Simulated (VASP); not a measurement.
# GaN: single point with PBE

The system is GaN.

```
Ga N
1.0
     0.00000    2.25350    2.25350
     2.25350    0.00000    2.25350
     2.25350    2.25350    0.00000
Ga N
1 1
Direct
  0.00000 0.00000 0.00000
  0.25000 0.25000 0.25000
```

```json
{
  "Program": "VASP 6.6.1",
  "Task": "single point",
  "Functional": "PBE",
  "Potentials or basis": "VASP PAW PBE potentials, release 64 (Ga_d, N)",
  "Cutoff": "520 eV",
  "k mesh": "10 × 10 × 10",
  "Occupations": "gaussian, width 0.03 eV",
  "Spin": "no spin polarisation",
  "Dipole correction": "no",
  "Further INCAR settings": "ALGO = Normal; EDIFF = 1e-06; NBANDS = 16"
}
```

```json
{"Pressure": "5.1 GPa", "Band gap on the k mesh": "1.72 eV, direct"}
```

Levels at points of the mesh, in eV from the valence-band top:
| k point | band 6 | band 7 | band 8 | band 9 | band 10 | band 11 | band 12 | band 13 |
| --- | --- | --- | --- | --- | --- | --- | --- | --- |
| (0.00, 0.00, 0.00) | -13.12 | 0.00 | 0.00 | 0.00 | 1.72 | 10.30 | 10.30 | 10.30 |
| (0.50, 0.00, 0.00) | -11.88 | -7.04 | -0.97 | -0.97 | 4.64 | 8.73 | 10.37 | 10.37 |
| (0.50, 0.50, 0.00) | -11.45 | -6.12 | -2.70 | -2.70 | 3.35 | 6.66 | 11.71 | 13.96 |

It took 24 s on 1 thread of AMD EPYC 7R43 64-Core Processor (Zen 3), with other jobs on the host, peak memory 0.11 GiB.
